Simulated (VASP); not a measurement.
Wanted: the native input for a VASP 6.6.1 run.

```yaml
Task: single point
Functional: PBE
Potentials_or_basis: VASP PAW PBE potentials, release 64 (Li_sv, Nb_sv, O)
Cutoff: 520 eV
k_mesh: 6 × 6 × 6
Occupations: gaussian, width 0.05 eV
Spin: no spin polarisation
Dipole_correction: no
Further_INCAR_settings: ALGO = Normal; EDIFF = 1e-07; NBANDS = 45
```

The structure of LiNbO3 lies in POSCAR:

```
LiNbO3
1.0
    2.5104522405      1.4494102769      4.5927886923
   -2.5104522405      1.4494102769      4.5927886923
    0.0000000000     -2.8988205537      4.5927886923
Li Nb O
2 2 6
Direct
    0.2815913687      0.2815913687      0.2815913687
    0.7815913687      0.7815913687      0.7815913687
    0.0004900497      0.0004900497      0.0004900497
    0.5004900497      0.5004900497      0.5004900497
    0.1104619503      0.3580262714      0.7211003599
    0.7211003599      0.1104619503      0.3580262714
    0.3580262714      0.7211003599      0.1104619503
    0.2211003599      0.8580262714      0.6104619503
    0.8580262714      0.6104619503      0.2211003599
    0.6104619503      0.2211003599      0.8580262714
```

This cell differs from its parent crystal: volume 10.027 Å^3 an atom, c/a of the conventional cell 2.7442.

The input as run:

INCAR

```
ALGO     = Normal         # electronic algorithm
EDIFF    = 1E-7           # SCF threshold, eV
ENCUT    = 520            # plane-wave cutoff, eV
GGA      = PE             # functional
ISIF     = 2              # what is computed and relaxed
ISMEAR   = 0              # smearing method
LASPH    = T              # aspherical terms in the spheres
LCHARG   = T              # write CHGCAR
LELF     = T              # ELF
LREAL    = F              # projectors in reciprocal space
LVHAR    = T            
LWAVE    = F              # write WAVECAR
NBANDS   = 45             # bands
NELM     = 100            # most SCF steps
PREC     = Accurate       # precision mode
SIGMA    = 0.05           # smearing width, eV
```

KPOINTS

```
k-points
0
Gamma
  6 6 6
```

Potentials or basis: VASP PAW PBE potentials, release 64 (Li_sv, Nb_sv, O).

Command:

```console
$ cat potpaw_PBE.64/Li_sv/POTCAR potpaw_PBE.64/Nb_sv/POTCAR potpaw_PBE.64/O/POTCAR > POTCAR
$ mpirun -np 1 vasp_std > vasp.out
```

It gave:

```yaml
Largest_force: 1.319 eV/Å
Band_gap_on_the_k_mesh: 3.95 eV, indirect (least direct gap 3.97 eV)
```

Caveat: forces of over 1 eV/Å act on the atoms, so gaps and moduli don't describe the material at rest.

It took 86 s on 1 thread of AMD EPYC 9R45 (Zen 5), on a shared host, peak memory 0.26 GiB.
